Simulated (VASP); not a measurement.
**GaP: single point with LDA**

The system is GaP.

```
Ga P
1.0
     1.91864    1.10773    5.99653
    -1.91864    1.10773    5.99653
     0.00000   -2.21546    5.99653
Ga P
2 2
Direct
  0.43598 0.43598 0.43598
  0.56402 0.56402 0.56402
  0.05804 0.05804 0.05804
  0.94196 0.94196 0.94196
```

| Item | Value |
| --- | --- |
| Program | VASP 6.6.1 |
| Task | single point |
| Functional | LDA |
| Potentials or basis | VASP PAW LDA potentials, release 64 (Ga_d, P) |
| Cutoff | 520 eV |
| k mesh | 9 × 9 × 9 |
| Occupations | gaussian, width 0.05 eV |
| Spin | no spin polarisation |

The pressure is 3.6 GPa. The largest force is 1.131 eV/Å and the band gap on the k mesh is 0.71 eV.

Forces in eV/Å, atoms in the order of the input:
```
Ga   0.000  0.000 -0.607
Ga   0.000  0.000  0.607
P    0.000  0.000  1.131
P    0.000  0.000 -1.131
```

Stress tensor (GPa, compression positive):
```
-1.53  0.00  0.00
 0.00 -1.53  0.00
 0.00  0.00 13.82
```

Levels at points of the mesh, in eV from the valence-band top:
```csv
k point,band 15,band 16,band 17,band 18,band 19,band 20,band 21,band 22
"(0.00, 0.00, 0.00)",-2.23,-0.10,0.00,0.00,0.71,2.24,3.33,3.34
```

Wall time 2.7 min on 1 thread of Intel(R) Xeon(R) 6975P-C (Granite Rapids), with other jobs on the host, peak memory 0.34 GiB.

Caveat: the stress differs along the axes, from -2 to 14 GPa; semilocal functionals underestimate gaps, and a narrow one can read as zero; forces of over 1 eV/Å act on the atoms, so gaps and moduli don't describe the material at rest. A k mesh can miss the band edges.
